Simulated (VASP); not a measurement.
Input of a VASP 6.6.1 run:

Contents of INCAR:

```
PREC = Accurate
ENCUT = 520
EDIFF = 1E-6
ISMEAR = -1
SIGMA = 0.08
LREAL = F
LASPH = T
NELM = 60
ALGO = Normal
ISIF = 2
LWAVE = F
LCHARG = F
NBANDS = 17
```

Contents of KPOINTS:

```
regular mesh
0
Gamma
  12 12 12
```

File POSCAR:

```
TePb
1.0
    0.0000000000      2.9617611870      2.9617611870
    2.9617611870      0.0000000000      2.9617611870
    2.9617611870      2.9617611870      0.0000000000
Pb Te
1 1
Direct
    0.0000000000      0.0000000000      0.0000000000
    0.5000000000      0.5000000000      0.5000000000
```

Potentials or basis: VASP PAW LDA potentials, release 64 (Pb_d, Te).

Run with:

```bash
$ cat potpaw_LDA.64/Pb_d/POTCAR potpaw_LDA.64/Te/POTCAR > POTCAR
$ mpirun -np 1 vasp_std > vasp.out
```

(1) Predict the band gap on the k mesh.

(2) Estimate the pressure.

Results:

(1) 0.11 eV, direct.

(2) 18.1 GPa.

Caveat: spin-orbit coupling is left out, which moves the levels of the heavy elements.
